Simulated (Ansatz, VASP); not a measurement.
Two plane-wave programs on Mn

```
Mn
1.0
     0.00000    1.72877    1.72877
     1.72877    0.00000    1.72877
     1.72877    1.72877    0.00000
Mn
1
Direct
  0.00000 0.00000 0.00000
```

Alike in both runs: functional PBEsol; k mesh 8 × 8 × 8; occupations gaussian, width 0.1 eV; collinear spin.

Ansatz relaxed the structure, and its values are those at the end. VASP's run is a single point on that final structure, the one shown.

```csv
,VASP,Ansatz
version,VASP 6.6.1,Ansatz 0.2.0
potentials or method,"VASP PAW PBE potentials, release 64 (Mn_pv), cutoff 520 eV","scalar-relativistic, plane waves, PAW"
valence electrons in the cell,13,15
```

|  | VASP | Ansatz | Ansatz less VASP |
| --- | --- | --- | --- |
| gap on the k mesh at the Fermi level (eV) | none | none | - |
| pressure (GPa) | 0.4 | 0.4 | +0.03 |
| net moment per atom (μB) | 0.00 | 0.00 | 0.000 |

VASP's potentials were made for PBE, not for PBEsol. A gap of «none» marks a metal or a gap that the smearing closes. VASP's potentials hold 13 valence electrons a cell and Ansatz's 15, so a difference there can come from the potentials and not from the codes. Ansatz's warnings: seeded moment not kept.

The k mesh is coarse, so the values compare programs but aren't converged.
